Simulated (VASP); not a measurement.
# RbBr (Pm-3m) in VASP: single point with HSE06

Aim: the single point of RbBr with HSE06.

Program: VASP 6.6.1. These are calculated values, not measurements. Logs are shortened: lines on timing, memory, paths and dates and some standing lists are left out, and cuts for length are marked.

### 1 The cell of the first run

It takes space group Pm-3m (No. 221, cubic). Conventional cell: a = 4.165 Å, b = 4.165 Å, c = 4.165 Å, α = 90.00°, β = 90.00°, γ = 90.00°. Within 4.7 Å of Rb (site symmetry m-3m) lie 8 Br at 3.61 Å and 6 Rb at 4.16 Å. Br (site symmetry m-3m) has 8 Rb at 3.61 Å and 6 Br at 4.16 Å within 4.7 Å.

### 2 Single point, HSE06

POSCAR reads:

```
RbBr
1.0
    4.1646907850      0.0000000000      0.0000000000
    0.0000000000      4.1646907850      0.0000000000
    0.0000000000      0.0000000000      4.1646907850
Rb Br
1 1
Direct
    0.0000000000      0.0000000000      0.0000000000
    0.5000000000      0.5000000000      0.5000000000
```

INCAR.step1 reads:

```
PREC = Accurate
ENCUT = 520
EDIFF = 1E-5
ISMEAR = -1
SIGMA = 0.02
LREAL = False
LASPH = True
NELM = 80
ALGO = Normal
ISIF = 2
LWAVE = True
LCHARG = False
NBANDS = 15
GGA = PE
```

INCAR.step2 reads:

```
PREC = Accurate
ENCUT = 520
EDIFF = 1E-7
ISMEAR = -1
SIGMA = 0.02
LREAL = False
LASPH = True
NELM = 80
ALGO = Normal
ISIF = 2
LWAVE = False
LCHARG = False
GGA = PE
LHFCALC = True
HFSCREEN = 0.2079
PRECFOCK = Normal
NBANDS = 15
ISTART = 1
```

KPOINTS reads:

```
regular mesh
0
Gamma
  4 4 4
```

Potentials or basis: VASP PAW PBE potentials, release 64 (Rb_sv, Br).

Command:

```bash
cat potpaw_PBE.64/Rb_sv/POTCAR potpaw_PBE.64/Br/POTCAR > POTCAR
cp INCAR.step1 INCAR
mpirun -np 1 vasp_std > vasp.out
cp INCAR.step2 INCAR
mpirun -np 1 vasp_std > vasp.out
```

OUTCAR:

```text
PREC = Accurate
   ENCUT = 520
   EDIFF = 1E-7
   ISMEAR = -1
   LREAL = False
   LASPH = True
   NELM = 80
   ISIF = 2
   GGA = PE
   LHFCALC = True
   HFSCREEN = 0.2079
   PRECFOCK = Normal
   ISTART = 1

 ion  position               nearest neighbor table
   1  0.000  0.000  0.000-   2 3.61   2 3.61   2 3.61   2 3.61   2 3.61   2 3.61   2 3.61   2 3.61

   2  0.500  0.500  0.500-   1 3.61   1 3.61   1 3.61   1 3.61   1 3.61   1 3.61   1 3.61   1 3.61

  LATTYP: Found a simple cubic cell.
 ALAT       =     4.1646907850

  Lattice vectors:

 A1 = (   4.1646907850,   0.0000000000,   0.0000000000)
 A2 = (   0.0000000000,   4.1646907850,   0.0000000000)
 A3 = (   0.0000000000,   0.0000000000,   4.1646907850)

Analysis of symmetry for initial positions (statically):
=====================================================================
 Subroutine PRICEL returns:
 Original cell was already a primitive cell.

 Routine SETGRP: Setting up the symmetry group for a
 simple cubic supercell.

 Subroutine GETGRP returns: Found 48 space group operations
 (whereof 48 operations were pure point group operations)
 out of a pool of 48 trial point group operations.

The static configuration has the point symmetry O_h .

Analysis of symmetry for dynamics (positions and initial velocities):
=====================================================================
 Subroutine PRICEL returns:
 Original cell was already a primitive cell.

 Routine SETGRP: Setting up the symmetry group for a
 simple cubic supercell.

 Subroutine GETGRP returns: Found 48 space group operations
 (whereof 48 operations were pure point group operations)
 out of a pool of 48 trial point group operations.

The dynamic configuration has the point symmetry O_h .

 Subroutine INISYM returns: Found 48 space group operations
 (whereof 48 operations are pure point group operations),
 and found     1 'primitive' translations

----------------------------------------------------------------------------------------

                                     Primitive cell

  volume of cell :      72.2351

  direct lattice vectors                    reciprocal lattice vectors
     4.164690785  0.000000000  0.000000000     0.240113865  0.000000000  0.000000000
     0.000000000  4.164690785  0.000000000     0.000000000  0.240113865  0.000000000
     0.000000000  0.000000000  4.164690785     0.000000000  0.000000000  0.240113865

  length of vectors
[... 84 lines left out ...]
   IALGO  =     38    algorithm
   IMIX   =      1    mixing-type and parameters
     AMIX     =   0.40;   BMIX     =  1.00
     AMIX_MAG =   1.60;   BMIX_MAG =  1.00
  volume/ion in A,a.u.               =      36.12       243.73
  Fermi-wavevector in a.u.,A,eV,Ry     =   0.990525  1.871821 13.349214  0.981140
  Thomas-Fermi vector in A             =   2.122201
   LORBIT       =      0    0 simple, 1 ext, 2 COOP (PROOUT), +10 PAW based schemes
   GGA     = PE    functional components
   LHFCALC =     T    Hartree Fock is set to
   PRECFOCK=normal    Normal, Fast or Accurate (Low or Medium for compatibility)
   ENCUT4O =  -1.0   cutoff for four orbital integrals eV
   NKREDX  =     1    reduce k-point grid by
   NKREDY  =     1    reduce k-point grid by
   NKREDZ  =     1    reduce k-point grid by
   AEXX    =    0.2500 exact exchange contribution
   HFSCREEN=    0.2079 screening length (either q_TF or 0.3 A-1)
   HFSCREENC=   0.2079 screening length for correlation (either q_TF or 0.3 A-1)
   ENCUTFOCK=  -1.0 apply spherical cutoff to Coloumb kernel
   IVDW    =     0    specifies the selected vdW correction
   LEPSILON=     F    determine dielectric tensor
   LRPA    =     F    only Hartree local field effects (RPA)
 non-spin polarized calculation
  energy-cutoff  :      520.00
  volume of cell :       72.24
 maximum number of plane-waves:      1956
 NGX is ok and might be reduce to    32
  NGX = 24; NGY = 24; NGZ = 24

 number of electron      16.0000001 magnetization

 Free energy of the ion-electron system (eV)
  ---------------------------------------------------
  ext. energy  EPLUGINS =         0.00000000
  ---------------------------------------------------
  free energy    TOTEN  =        -6.96955010 eV

  energy without entropy =       -6.96955010  energy(sigma->0) =       -6.96955010

 E-fermi :  -1.1925     XC(G=0):  -6.5368

 val. band max:       -1.6362542676   @ k =   0.5000   0.5000   0.0000
 cond. band min:       3.5258985603   @ k =   0.0000   0.0000   0.0000
 fundamental gap:      5.1621528280
 Fermi energy:        -1.1925308959

 k-point     1 :       0.0000    0.0000    0.0000
  band No.  band energies     occupation
      1     -28.5098      2.00000
      2     -15.2653      2.00000
      3     -11.3310      2.00000
      4     -11.3310      2.00000
      5     -11.3310      2.00000
      6      -1.7994      2.00000
      7      -1.7994      2.00000
      8      -1.7994      2.00000
      9       3.5259      0.00000
     10       5.1499      0.00000
     11       5.1499      0.00000
     12       9.6812      0.00000
     13       9.6812      0.00000
     14       9.6812      0.00000
[... 149 lines left out ...]
      2     -14.9567      2.00000
      3     -11.5412      2.00000
      4     -11.5412      2.00000
      5     -11.5412      2.00000
      6      -2.9839      2.00000
      7      -2.9839      2.00000
      8      -2.9839      2.00000
      9       7.7068      0.00000
     10       7.7068      0.00000
     11       7.7068      0.00000
     12       9.0248      0.00000
     13       9.0248      0.00000
     14       9.0248      0.00000
     15      11.9858      0.00000

------------------------ aborting loop because EDIFF is reached ----------------------------------------

  FORCE on cell =-STRESS in cart. coord.  units (eV):
  Direction    XX          YY          ZZ          XY          YZ          ZX
  --------------------------------------------------------------------------------------
  -------------------------------------------------------------------------------------
  Total        0.0117277      0.0117277      0.0117277     -0.0000000     -0.0000000     -0.0000000
  in kB        0.2601200      0.2601200      0.2601200     -0.0000000     -0.0000000     -0.0000000
  external PRESSURE =       0.2601200 kB  Pullay stress =       0.0000000 kB

 VOLUME and BASIS-vectors are now :
 -----------------------------------------------------------------------------
  energy-cutoff  :      520.00
  volume of cell :       72.24
      direct lattice vectors                 reciprocal lattice vectors
     4.164690785  0.000000000  0.000000000     0.240113865  0.000000000  0.000000000
     0.000000000  4.164690785  0.000000000     0.000000000  0.240113865  0.000000000
     0.000000000  0.000000000  4.164690785     0.000000000  0.000000000  0.240113865

 POSITION                                       TOTAL-FORCE (eV/Angst)
 -----------------------------------------------------------------------------------
      0.00000      0.00000      0.00000         0.000000      0.000000      0.000000
      2.08235      2.08235      2.08235         0.000000      0.000000      0.000000
 -----------------------------------------------------------------------------------
    total drift:                                0.000001      0.000001      0.000001

  FREE ENERGIE OF THE ION-ELECTRON SYSTEM (eV)
  ---------------------------------------------------
  free  energy   TOTEN  =        -6.9695501034 eV

  energy  without entropy=       -6.9695501034  energy(sigma->0) =       -6.96955010
```

Wall time 12 min (1 thread of Intel Xeon 8259CL, shared host); peak memory 0.29 GiB.

What came out:

- Free energy: -6.9696 eV
- Pressure: 0.0 GPa
- Band gap on the k mesh: 5.16 eV (least direct gap 5.33 eV)

Caveat: the structure was generated, so it needn't be the stable form of RbBr; the PAW data sets were made with another functional, which shifts forces and pressure a little. A k mesh can miss the band edges.
